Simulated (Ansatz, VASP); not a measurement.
## One calculation of BAs, two programs

File INCAR:

```
SYSTEM = BAs
  ALGO = Normal
  EDIFF = 1E-6
  ENCUT = 520
  GGA = PE
  ISIF = 2
  ISMEAR = 0
  LASPH = .TRUE.
  LCHARG = .FALSE.
  LREAL = .FALSE.
  LWAVE = .FALSE.
  NBANDS = 11
  NELM = 100
  PREC = Accurate
  SIGMA = 0.05
```

The input KPOINTS:

```
k-points
0
G
  10 10 10
  0 0 0
```

The input POSCAR:

```
BAs
1.0
    0.0000000000      2.3563229379      2.4044111611
    2.4044111611      0.0000000000      2.4044111611
    2.4044111611      2.3563229379      0.0000000000
B As
1 1
Direct
    0.0000000000      0.0000000000      0.0000000000
    0.7500000000      0.7500000000      0.7500000000
```

Input for Ansatz:

```yaml
crystal:
  lattice:
    - [0.0, 2.3563229379, 2.4044111611]
    - [2.4044111611, 0.0, 2.4044111611]
    - [2.4044111611, 2.3563229379, 0.0]
  atoms:
    - { symbol: B, position: [0.0, 0.0, 0.0] }
    - { symbol: As, position: [0.75, 0.75, 0.75] }
basis:
  ecutwfc: 420
kpoints:
  mp_grid: { grid: [10, 10, 10] }
hamiltonian:
  xc: pbe
scf:
  occupations: { method: gaussian, width: 0.05 }
output:
  forces: true
  stress: true
  eigenvalues: true
```

Change from the starting cell: strain -0.0200 x Voigt [0, 1, 0, 0, 0, 0], atoms carried along.

Alike in both runs: task single point; functional PBE; k mesh 10 × 10 × 10; occupations gaussian, width 0.05 eV; no spin polarisation.

|  | VASP | Ansatz |
| --- | --- | --- |
| version | VASP 6.6.1 | Ansatz 0.2.0 |
| potentials or method | VASP PAW PBE potentials, release 64 (B, As), cutoff 520 eV | scalar-relativistic, plane waves, PAW |
| valence electrons in the cell | 8 | 18 |

VASP gave:

| Quantity | Value |
| --- | --- |
| gap on the k mesh at the Fermi level (eV) | 0.87 |
| least direct gap on the mesh (eV) | 3.06 |
| pressure (GPa) | 3.5 |
| traceless stress, the component that is largest in VASP (GPa) | 2.69 |

What did Ansatz give for the same quantities?

gap on the k mesh at the Fermi level (eV): 0.88; least direct gap on the mesh (eV): 3.07; pressure (GPa): 2.8; traceless stress, the component that is largest in VASP (GPa): 2.70.

VASP's potentials hold 8 valence electrons a cell and Ansatz's 18, so a difference there can come from the potentials and not from the codes.
